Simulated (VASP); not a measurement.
Input of a VASP 6.6.1 run:

Contents of INCAR:

```
PREC     = Accurate       # precision mode
ENCUT    = 520            # plane-wave cutoff, eV
EDIFF    = 1E-6           # SCF threshold, eV
ISMEAR   = -1             # smearing method
SIGMA    = 0.1            # smearing width, eV
LREAL    = Auto         
LASPH    = T              # aspherical terms in the spheres
NELM     = 60             # most SCF steps
ALGO     = Normal         # electronic algorithm
ISIF     = 2              # what is computed and relaxed
LWAVE    = F              # write WAVECAR
LCHARG   = F              # write CHGCAR
GGA      = PE             # functional
NBANDS   = 141            # bands
```

File KPOINTS:

```
Automatic mesh
0
Gamma
  1 1 1
```

Contents of POSCAR:

```
TiO2
1.0
    8.0979680000      0.0000000000      0.0000000000
    0.0000000000      8.4218870000      0.0000000000
    0.0000000000      0.0000000000      7.8550290000
Ti O
10 20
Direct
    0.8894350000      0.4093520000      0.2562020000
    0.6616730000      0.9154610000      0.8557800000
    0.1609420000      0.7066240000      0.8749160000
    0.8292430000      0.7444030000      0.1931830000
    0.0865170000      0.9562640000      0.3522790000
    0.3917730000      0.1258040000      0.5924940000
    0.5201190000      0.5480920000      0.9661910000
    0.5770260000      0.1765130000      0.1848400000
    0.0850200000      0.0481720000      0.8944420000
    0.1620230000      0.3864950000      0.6488750000
    0.9997850000      0.7263370000      0.0464110000
    0.0734610000      0.3991130000      0.4147110000
    0.3317860000      0.6472920000      0.0156420000
    0.1969790000      0.0850580000      0.5014380000
    0.8741650000      0.9001440000      0.3458230000
    0.9491110000      0.4495320000      0.0267780000
    0.1092450000      0.2523970000      0.8178050000
    0.5094650000      0.9793510000      0.7058150000
    0.2266960000      0.7807900000      0.3914110000
    0.2186290000      0.9061320000      0.7879570000
    0.8799390000      0.9785680000      0.8217410000
    0.1657090000      0.6080200000      0.6751280000
    0.7227510000      0.5693670000      0.2832810000
    0.4026730000      0.3637700000      0.6234470000
    0.7924810000      0.2034090000      0.2321620000
    0.1322360000      0.0530730000      0.1364770000
    0.6268660000      0.6971410000      0.8533210000
    0.5186840000      0.1065720000      0.4016470000
    0.5680180000      0.3406640000      0.0357190000
    0.6002130000      0.9754430000      0.0702890000
```

Potentials or basis: VASP PAW PBE potentials, release 64 (Ti_sv, O).

Run with:

```console
$ cat potpaw_PBE.64/Ti_sv/POTCAR potpaw_PBE.64/O/POTCAR > POTCAR
$ mpirun -np 1 vasp_gam > vasp.out
```

Q: Predict the pressure.

A: -2.6 GPa.

Q: Estimate the largest force.

A: 6.025 eV/Å.

Stress tensor (GPa, compression positive):
```
-1.54  1.00 -0.41
 1.00 -0.25  0.75
-0.41  0.75 -6.08
```

Caveat: the k points lie up to 0.80 Å⁻¹ apart; forces of over 1 eV/Å act on the atoms, so gaps and moduli don't describe the material at rest.
